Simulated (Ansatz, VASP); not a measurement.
## C: VASP beside Ansatz

```xyz
2
Lattice="1.1666 0.6736 3.4307 -1.1666 0.6736 3.4307 0.0000 -1.3471 3.4307" Properties=species:S:1:pos:R:3 pbc="T T T"
C     0.0000    0.0000    1.6879
C     0.0000    0.0000    8.6042
```

Change from the starting cell: strain -0.050 along x and y, +0.025 along z, atoms carried along.

Alike in both runs: task single point; functional r2SCAN; k mesh 12 × 12 × 12; occupations gaussian, width 0.05 eV; no spin polarisation.

|  | VASP | Ansatz |
| --- | --- | --- |
| version | VASP 6.6.1 | Ansatz 0.2.0 |
| potentials or method | VASP PAW PBE potentials, release 64 (C), cutoff 520 eV | scalar-relativistic, plane waves, PAW |
| valence electrons in the cell | 8 | 8 |

|  | VASP | Ansatz | Ansatz less VASP |
| --- | --- | --- | --- |
| gap on the k mesh at the Fermi level (eV) | 0.65 | 0.65 | +0.001 |
| least direct gap on the mesh (eV) | 0.65 | 0.65 | +0.001 |
| pressure (GPa) | 53.9 | 53.1 | -0.73 |
| traceless stress, the component that is largest in VASP (GPa) | -54.40 | -53.52 | +0.879 |
| rms of the force components (eV/Å) | 0.505 | 0.509 | +0.0044 |

VASP's potentials were made for PBE, not for r2SCAN. Atom by atom the forces differ by 0.004 eV/Å (rms over components). Both programs put the cell under a high pressure, so it lies far from rest at this level.
